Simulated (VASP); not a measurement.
TaN: single point with r2SCAN

The system is TaN.

```
CELL_PARAMETERS angstrom
0.00000 2.37897 2.37897
2.37897 0.00000 2.37897
2.37897 2.37897 0.00000
ATOMIC_POSITIONS crystal
Ta 0.00000 0.00000 0.00000
N 0.25000 0.25000 0.25000
```

```json
{"Program": "VASP 6.6.1", "Task": "single point", "Functional": "r2SCAN", "Potentials or basis": "VASP PAW PBE potentials, release 64 (Ta_pv, N)", "Cutoff": "660 eV", "k mesh": "12 × 12 × 12", "Occupations": "gaussian, width 0.05 eV", "Spin": "collinear spin", "Starting moments": "[2.0, 0.0] μB"}
```

The pressure is -3.0 GPa and the band gap on the k mesh is zero (filled and empty bands overlap). The net moment is 0.00 μB per cell and the valence electrons inside the program's atomic spheres are Ta 8.91; N 3.81.

Levels at points of the mesh, in eV from the Fermi level:
Spin up:
```csv
k point,band 5,band 6,band 7,band 8,band 9,band 10,band 11,band 12
"(0.00, 0.00, 0.00)",-7.46,-7.46,-7.46,-1.25,0.49,0.49,5.83,5.83
"(0.50, 0.00, 0.00)",-7.46,-6.76,-6.76,0.25,1.15,1.15,4.04,4.04
"(0.50, 0.50, 0.00)",-8.77,-5.24,-5.24,-2.69,1.09,2.27,3.05,3.05
```
Spin down:
| k point | band 4 | band 5 | band 6 | band 7 | band 8 | band 9 | band 10 | band 11 | band 12 | band 13 |
| --- | --- | --- | --- | --- | --- | --- | --- | --- | --- | --- |
| (0.00, 0.00, 0.00) | -18.73 | -7.46 | -7.46 | -7.46 | -1.25 | 0.49 | 0.49 | 5.83 | 5.83 | 5.83 |
| (0.50, 0.00, 0.00) | -17.57 | -7.46 | -6.76 | -6.76 | 0.25 | 1.15 | 1.15 | 4.04 | 4.04 | 4.20 |
| (0.50, 0.50, 0.00) | -17.18 | -8.77 | -5.24 | -5.24 | -2.69 | 1.09 | 2.27 | 3.05 | 3.05 | 9.63 |

It took 2.2 min on 1 thread of Intel(R) Xeon(R) 6975P-C (Granite Rapids), on a shared host, peak memory 0.24 GiB.

Caveat: the PAW data sets were made with another functional, which shifts forces and pressure a little; spin-orbit coupling is left out, which moves the levels of the heavy elements.
